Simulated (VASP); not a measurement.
# Sn4O7 (a cell with a defect): single point with PBE+D3(BJ)

The system is Sn4O7 (a cell with a defect).

```
Sn O
1.0
    -3.23765   -1.86926    4.29234
     3.23765   -1.86926    4.29234
     0.00000    3.73852    4.29234
Sn O
4 7
Direct
  0.50000 0.50000 0.50000
  0.00000 0.00000 0.50000
  0.00000 0.50000 0.00000
  0.50000 0.00000 0.00000
  0.74361 0.74361 0.24361
  0.74361 0.24361 0.74361
  0.24361 0.74361 0.74361
  0.75639 0.75639 0.75639
  0.25639 0.25639 0.75639
  0.25639 0.75639 0.25639
  0.01995 0.18716 0.25115
```

This cell differs from its parent crystal: atoms taken out, atom 11 moved 0.500 of the way to it and -0.333 Å across, host rigid.

```json
{
  "Program": "VASP 6.6.1",
  "Task": "single point",
  "Functional": "PBE",
  "Dispersion": "D3(BJ)",
  "Potentials or basis": "VASP PAW PBE potentials, release 64 (Sn_d, O)",
  "Cutoff": "520 eV",
  "k mesh": "6 × 6 × 6",
  "Occupations": "gaussian, width 0.05 eV",
  "Spin": "no spin polarisation",
  "Dipole correction": "no",
  "Charge": "2",
  "Further INCAR settings": "ALGO = Normal; EDIFF = 1e-07; NBANDS = 60; NELECT = 96.0"
}
```

| Item | Value |
| --- | --- |
| Largest force | 39.816 eV/Å |
| Dispersion energy per atom | -0.200 eV |

Forces on the atoms (eV/Å):
```
Sn    2.252   1.226   1.984
Sn  -15.567  36.380   4.410
Sn    3.633  -5.771   0.201
Sn   -1.727  -0.958  -2.643
O    -0.540   0.556  -0.116
O     0.767  -0.053  -0.025
O    -0.211   0.085  -0.002
O     0.044   0.237   0.038
O    -0.472  -0.035   0.178
O    -1.933  -0.375  -0.194
O    13.753 -31.293  -3.831
```

Levels at points of the mesh, in eV from the Fermi level:
```tsv
k point	band 44	band 45	band 46	band 47	band 48	band 49	band 50	band 51	band 52	band 53
(0.00, 0.00, 0.00)	-0.94	-0.89	-0.63	-0.54	-0.05	0.03	2.82	3.66	5.04	5.10
(0.50, 0.00, 0.00)	-1.44	-0.93	-0.79	-0.39	-0.27	1.66	2.62	3.33	5.37	5.80
(0.00, 0.50, 0.00)	-1.13	-0.85	-0.83	-0.57	-0.11	1.72	2.43	3.80	5.04	5.16
(0.00, 0.00, 0.50)	-1.15	-0.84	-0.81	-0.61	-0.12	1.66	2.40	3.91	4.87	5.05
(0.50, 0.50, 0.00)	-1.66	-1.42	-1.29	-0.57	-0.39	2.23	2.41	4.06	4.78	5.26
(0.50, 0.00, 0.50)	-1.70	-1.43	-1.26	-0.50	-0.48	2.30	2.42	3.91	4.87	5.42
(0.00, 0.50, 0.50)	-1.44	-1.34	-1.04	-0.67	-0.20	1.94	2.40	3.63	5.48	5.78
(0.50, 0.50, 0.50)	-1.49	-1.45	-1.37	-1.21	-1.16	1.55	2.67	3.96	4.95	5.87
```

Run time: 9.5 min on 4 MPI ranks on Oxide Virtual Turin-like Processor (shared host), peak memory 0.76 GiB a rank.

Caveat: the cell carries a net charge on a neutralising background, which shifts energy and pressure; the cell differs from its parent crystal (atoms taken out, atom 11 moved 0.500 of the way to it and -0.333 Å across, host rigid); the cell is charged against a uniform background, so pressure and absolute levels hang on convention; spin-orbit coupling is left out, which moves the levels of the heavy elements.
